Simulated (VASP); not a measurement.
# WSe2 in VASP: further runs, part 2 of 2

VASP 6.6.1.

**3. Relaxation of the atoms, PBE+D3(BJ) (biaxial strain +0.040)**

The input, INCAR:

```
PREC = Accurate
ENCUT = 520
EDIFF = 1E-7
ISMEAR = 0
SIGMA = 0.02
LREAL = F
LASPH = T
NELM = 80
ALGO = Normal
ISIF = 2
LWAVE = F
LCHARG = F
LDIPOL = T
IDIPOL = 3
DIPOL = 0.5 0.5 0.500
GGA = PE
IVDW = 12
IBRION = 2
NSW = 60
EDIFFG = -0.01
```

The input, KPOINTS:

```
Automatic mesh
0
Gamma
  12 12 1
```

The input, POSCAR:

```
WSe2
1.0
    3.4169416994      0.0000000000      0.0000000000
   -1.7084708497      2.9591583150      0.0000000000
    0.0000000000      0.0000000000     32.7374894635
Se W
2 1
Direct
    0.3333333333      0.6666666667      0.4485393955
    0.3333333333      0.6666666667      0.5514606045
    0.6666666667      0.3333333333      0.5000000000
```

Potentials or basis: VASP PAW PBE potentials, release 64 (Se, W_sv).

Launch:

```sh
$ cat potpaw_PBE.64/Se/POTCAR potpaw_PBE.64/W_sv/POTCAR > POTCAR
$ mpirun -np 1 vasp_std > vasp.out
```

OUTCAR:

```text
PREC = Accurate
   ENCUT = 520
   EDIFF = 1E-7
   ISMEAR = 0
   LREAL = F
   LASPH = T
   NELM = 80
   ISIF = 2
   GGA = PE
   IVDW = 12
   IBRION = 2
   NSW = 60
   EDIFFG = -0.01
 IVDW          = 12

 ion  position               nearest neighbor table
   1  0.333  0.667  0.449-   3 2.59   3 2.59   3 2.59
   2  0.333  0.667  0.551-   3 2.59   3 2.59   3 2.59
   3  0.667  0.333  0.500-   1 2.59   2 2.59   1 2.59   2 2.59   1 2.59   2 2.59

  LATTYP: Found a hexagonal cell.
 ALAT       =     3.4169416994
 C/A-ratio  =     9.5809329932

  Lattice vectors:

 A1 = (   3.4169416994,   0.0000000000,   0.0000000000)
 A2 = (  -1.7084708497,   2.9591583150,   0.0000000000)
 A3 = (   0.0000000000,   0.0000000000,  32.7374894635)
[... 263 lines left out ...]
  free energy    TOTEN  =       -21.55811021 eV

  energy without entropy =      -21.55811021  energy(sigma->0) =      -21.55811021

 E-fermi :  -3.0304     XC(G=0):  -2.3688

 val. band max:       -3.1675411855   @ k =   0.0000   0.0000   0.0000
 cond. band min:      -1.9675636235   @ k =   0.3333   0.3333   0.0000
 fundamental gap:      1.1999775620
 Fermi energy:        -3.0303509180

 k-point     1 :       0.0000    0.0000    0.0000
  band No.  band energies     occupation
      1     -77.3261      2.00000
      2     -41.4868      2.00000
      3     -41.4665      2.00000
      4     -41.4665      2.00000
      5     -17.6091      2.00000
      6     -16.3262      2.00000
[... 359 lines left out ...]
      6     -15.4711      2.00000
[... 9 lines left out ...]
     16       0.1020      0.00000
     17       1.3284      0.00000

------------------------ aborting loop because EDIFF is reached ----------------------------------------

 vacuum level on the upper side and lower side of the slab       (xc-potential included)        -0.011        -0.011

 Edisp (eV)   -0.94153

 E8    (eV) :    -0.4476

  FORCE on cell =-STRESS in cart. coord.  units (eV):
  Direction    XX          YY          ZZ          XY          YZ          ZX
  --------------------------------------------------------------------------------------
  -------------------------------------------------------------------------------------
  Total      -3.15526    -3.15526    -0.01686    -0.00000     0.00000     0.00000
  in kB     -15.27197   -15.27197    -0.08161    -0.00000     0.00000     0.00000
  external pressure =      -10.21 kB  Pullay stress =        0.00 kB
[... 18 lines left out ...]
  FREE ENERGIE OF THE ION-ELECTRON SYSTEM (eV)
  ---------------------------------------------------
  free  energy   TOTEN  =       -22.4996378356 eV

  energy  without entropy=      -22.4996378356  energy(sigma->0) =      -22.49963784

 reached required accuracy - stopping structural energy minimisation

 vacuum level on the upper side and lower side of the slab         2.042         2.042
```

Run time: 8.8 min. Hardware: 1 thread of Oxide Virtual Turin-like, shared host; peak memory 0.52 GiB.

What came out:

| Property | Result |
| --- | --- |
| Free energy | -22.4996 eV |
| Energy gained by relaxing | 10.7 meV/atom |
| Ionic steps | 3 |
| Band gap on the k mesh | 1.20 eV (least direct gap 1.22 eV) |
| Dispersion energy per atom | -0.314 eV |

The path:
```csv
step,energy change (eV),largest force (eV/Å),pressure (GPa)
1,0.0000,0.7092,-1.67
2,-0.0304,0.1698,-1.17
3,-0.0321,0.0014,-1.02
```

Final structure:
```
CELL_PARAMETERS angstrom
3.41694 0.00000 0.00000
-1.70847 2.95916 0.00000
0.00000 0.00000 32.73749
ATOMIC_POSITIONS crystal
Se 0.33333 0.66667 0.44989
Se 0.33333 0.66667 0.55011
W 0.66667 0.33333 0.50000
```

Caveat: the cell differs from its parent crystal (biaxial strain +0.040); spin-orbit coupling is left out, which moves the levels of the heavy elements.

**4. Relaxation of the atoms, PBE+D3(BJ) (biaxial strain +0.070)**

The input, INCAR:

```
SYSTEM = WSe2
PREC     = Accurate       ! precision mode
ENCUT    = 520            ! plane-wave cutoff, eV
EDIFF    = 1E-6           ! SCF threshold, eV
ISMEAR   = 0              ! smearing method
SIGMA    = 0.02           ! smearing width, eV
LREAL    = .False.        ! projectors in reciprocal space
LASPH    = .True.         ! aspherical terms in the spheres
NELM     = 80             ! most SCF steps
ALGO     = Normal         ! electronic algorithm
ISIF     = 2              ! what is computed and relaxed
LWAVE    = .False.        ! write WAVECAR
LCHARG   = .False.        ! write CHGCAR
LDIPOL   = .True.       
IDIPOL   = 3            
DIPOL    = 0.5 0.5 0.500
GGA      = PE             ! functional
IVDW     = 12             ! dispersion correction
IBRION   = 2              ! ionic algorithm
NSW      = 60             ! ionic steps
EDIFFG   = -0.01          ! ionic threshold
```

The input, KPOINTS:

```
regular mesh
0
Gamma
  12 12 1
  0 0 0
```

The input, POSCAR:

```
WSe2
1.0
    3.5155073254      0.0000000000      0.0000000000
   -1.7577536627      3.0445186510      0.0000000000
    0.0000000000      0.0000000000     32.7374894635
Se W
2 1
Direct
    0.3333333333      0.6666666667      0.4485393955
    0.3333333333      0.6666666667      0.5514606045
    0.6666666667      0.3333333333      0.5000000000
```

Launch:

```sh
$ cat potpaw_PBE.64/Se/POTCAR potpaw_PBE.64/W_sv/POTCAR > POTCAR
$ mpirun -np 1 vasp_std > vasp.out
```

Run time: 9.1 min. Hardware: 1 thread of Oxide Virtual Turin-like, shared host; peak memory 0.5 GiB.

Results (log left out):

| Property | Result |
| --- | --- |
| Free energy | -22.2603 eV |
| Energy gained by relaxing | 30.0 meV/atom |
| Ionic steps | 3 |
| Band gap on the k mesh | 0.68 eV (least direct gap 0.99 eV) |
| Dispersion energy per atom | -0.298 eV |

Step by step:
```
step  energy change (eV)  largest force (eV/Å)  pressure (GPa)
   1              0.0000                1.1431           -2.55
   2             -0.0828                0.3365           -1.88
   3             -0.0899                0.0012           -1.60
```

Final structure:
```
Se W
1.0
     3.51551    0.00000    0.00000
    -1.75775    3.04452    0.00000
     0.00000    0.00000   32.73749
Se W
2 1
Direct
  0.33333 0.66667 0.45086
  0.33333 0.66667 0.54914
  0.66667 0.33333 0.50000
```

Levels at points of the mesh, in eV from the valence-band top:
| k point | band 9 | band 10 | band 11 | band 12 | band 13 | band 14 | band 15 | band 16 | band 17 |
| --- | --- | --- | --- | --- | --- | --- | --- | --- | --- |
| (0.00, 0.00, 0.00) | -2.91 | -1.83 | -1.83 | -1.67 | 0.00 | 2.27 | 2.27 | 2.56 | 2.56 |
| (0.50, 0.00, 0.00) | -4.13 | -3.26 | -1.80 | -1.65 | -0.98 | 1.51 | 1.79 | 3.26 | 3.87 |

Caveat: the cell differs from its parent crystal (biaxial strain +0.070); spin-orbit coupling is left out, which moves the levels of the heavy elements.

**5. The runs side by side**

```csv
task,cell,gap on the mesh (eV)
single point,"a = 3.286, b = 3.286, c = 46.078 Å, angles 90.0, 90.0, 120.0°, 6 atoms, atomic positions A",1.46
relaxation of the atoms,"atoms relaxed from a = 3.417, b = 3.417, c = 32.737 Å, angles 90.0, 90.0, 120.0°, 3 atoms, atomic positions B",1.20
relaxation of the atoms,"atoms relaxed from a = 3.516, b = 3.516, c = 32.737 Å, angles 90.0, 90.0, 120.0°, 3 atoms, atomic positions B",0.68
```

Alike in all rows: level PBE+D3(BJ); potentials or basis VASP PAW PBE potentials, release 64 (Se, W_sv); no spin polarisation; k mesh 12 × 12 × 1; cutoff (eV) 520; smearing gaussian 0.02 eV.

Caveats: spin-orbit coupling is left out, which moves the levels of the heavy elements.

Total energies depend on the potentials used, so only differences within one code and one set of settings carry meaning.
